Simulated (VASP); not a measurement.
Here is a VASP 6.6.1 calculation.

Contents of INCAR:

```
SYSTEM = Ca3H2C
  ALGO = Normal
  EDIFF = 1E-7
  ENCUT = 520
  GGA = PE
  ISIF = 2
  ISMEAR = 0
  LASPH = .True.
  LCHARG = .False.
  LREAL = .False.
  LWAVE = .False.
  NBANDS = 27
  NELM = 100
  PREC = Accurate
  SIGMA = 0.1
```

Contents of KPOINTS:

```
k-points
0
Gamma
  12 12 4
  0 0 0
```

Contents of POSCAR:

```
Ca3H2C
1.0
    3.1625523918      0.0000000000      0.0000000000
    0.0000000000      3.1625523918      0.0000000000
    0.0000000000      0.0000000000     10.0404363579
Ca H C
3 2 1
Direct
    0.0000000000      0.0000000000      0.8620048450
    0.0000000000      0.0000000000      0.1379951550
    0.0000000000      0.0000000000      0.5000000000
    0.5000000000      0.5000000000      0.3783312454
    0.5000000000      0.5000000000      0.6216687546
    0.5000000000      0.5000000000      0.0000000000
```

Potentials or basis: VASP PAW PBE potentials, release 64 (Ca_sv, H, C).

The run is started by

```bash
$ cat potpaw_PBE.64/Ca_sv/POTCAR potpaw_PBE.64/H/POTCAR potpaw_PBE.64/C/POTCAR > POTCAR
$ mpirun -np 1 vasp_std > vasp.out
```

Problem. What does it give for the pressure?

Solution. 0.2 GPa.

Problem. What does it give for the largest force?

Solution. 0.035 eV/Å.

Problem. Predict the band gap on the k mesh.

Solution. Zero (band 18 reaches 4.25 eV, above the bottom of band 19 at 3.37 eV).

Forces on the atoms (eV/Å):
```
Ca   0.000  0.000 -0.035
Ca   0.000  0.000  0.035
Ca   0.000  0.000  0.000
H    0.000  0.000 -0.008
H    0.000  0.000  0.008
C    0.000  0.000  0.000
```
